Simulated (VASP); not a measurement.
Write the native input for VASP 6.6.1 that does the following.

* Task: relaxation of cell and atoms
* Functional: r2SCAN
* Potentials or basis: VASP PAW PBE potentials, release 64 (Ca_sv)
* Cutoff: 600 eV
* k mesh: 6 × 6 × 6
* Occupations: fermi-dirac, width 0.1 eV
* Spin: no spin polarisation
* Dipole correction: no
* Further INCAR settings: ALGO = Normal; EDIFF = 1e-06; IBRION = 2; EDIFFG = -0.02; NSW = 80; ISIF = 3

Crystal: Ca.

```xyz
1
Lattice="0.0000 2.7942 2.7942 2.7942 0.0000 2.7942 2.7942 2.7942 0.0000" Properties=species:S:1:pos:R:3 pbc="T T T"
Ca    0.0000    0.0000    0.0000
```

One way to write it, as run:

POSCAR

```
Ca
1.0
    0.0000000000      2.7942000000      2.7942000000
    2.7942000000      0.0000000000      2.7942000000
    2.7942000000      2.7942000000      0.0000000000
Ca
1
Direct
    0.0000000000      0.0000000000      0.0000000000
```

INCAR.step1

```
SYSTEM = Ca
  ALGO = Normal
  EDIFF = 1E-4
  ENCUT = 600
  GGA = PE
  ISMEAR = -1
  LASPH = .TRUE.
  LCHARG = .FALSE.
  LREAL = .FALSE.
  LWAVE = .TRUE.
  NELM = 80
  PREC = Accurate
  SIGMA = 0.1
```

INCAR.step2

```
SYSTEM = Ca
  ALGO = Normal
  EDIFF = 1E-6
  EDIFFG = -0.02
  ENCUT = 600
  IBRION = 2
  ISIF = 3
  ISMEAR = -1
  ISTART = 1
  LASPH = .TRUE.
  LCHARG = .FALSE.
  LMIXTAU = .TRUE.
  LREAL = .FALSE.
  LWAVE = .FALSE.
  METAGGA = R2SCAN
  NELM = 80
  NSW = 80
  PREC = Accurate
  SIGMA = 0.1
```

KPOINTS

```
k-points
0
G
  6 6 6
  0 0 0
```

Potentials or basis: VASP PAW PBE potentials, release 64 (Ca_sv).

The run is started by

```bash
$ cat potpaw_PBE.64/Ca_sv/POTCAR > POTCAR
$ cp INCAR.step1 INCAR
$ mpirun -np 1 vasp_std > vasp.out
$ cp INCAR.step2 INCAR
$ mpirun -np 1 vasp_std > vasp.out
```

It gave:

- Relaxed volume: 43.39 Å³/atom
- Relaxed cell: a = 3.944 Å, b = 3.944 Å, c = 3.944 Å, α = 60.00°, β = 60.00°, γ = 60.00°
- Space group after relaxing (to 0.05 Å): Fm-3m (No. 225)
- Energy gained by relaxing: 0.2 meV/atom
- Ionic steps: 2
- Pressure after relaxing: -0.1 GPa
- Band gap on the k mesh: zero (band 5 reaches 1.96 eV, above the bottom of band 6 at 1.59 eV)

Caveat: the PAW data sets were made with another functional, which shifts forces and pressure a little.

Wall time 70 s on 1 thread of AMD EPYC 9R45 (Zen 5), with other jobs on the host, peak memory 0.15 GiB.
